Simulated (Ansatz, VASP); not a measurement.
AlN in VASP and in Ansatz

```
Al N
1.0
    -1.65675    2.86957    0.00000
     0.00000    0.00000    4.18746
     4.97025    2.86957    0.00000
Al N
4 4
Direct
  0.51392 0.75000 0.19666
  0.00000 0.75000 0.66667
  0.00000 0.25000 0.33333
  0.50000 0.25000 0.83333
  0.50000 0.25000 0.16667
  0.00000 0.25000 0.66667
  0.00000 0.75000 0.33333
  0.50000 0.75000 0.83333
```

Alike in both runs: task single point; functional PBE; k mesh 8 × 6 × 4; occupations gaussian, width 0.05 eV; no spin polarisation.

```csv
,VASP,Ansatz
version,VASP 6.6.1,Ansatz 0.2.0
potentials or method,"VASP PAW PBE potentials, release 64 (Al, N), cutoff 520 eV","scalar-relativistic, plane waves, PAW"
valence electrons in the cell,32,32
```

|  | VASP | Ansatz | Ansatz less VASP |
| --- | --- | --- | --- |
| gap on the k mesh at the Fermi level (eV) | 3.11 | 3.10 | -0.008 |
| least direct gap on the mesh (eV) | 3.11 | 3.10 | -0.008 |
| pressure (GPa) | 1.0 | 1.2 | +0.18 |
| traceless stress, the component that is largest in VASP (GPa) | 3.54 | 3.59 | +0.049 |
| rms of the force components (eV/Å) | 0.787 | 0.786 | -0.0008 |

Atom by atom the forces differ by 0.002 eV/Å (rms over components).
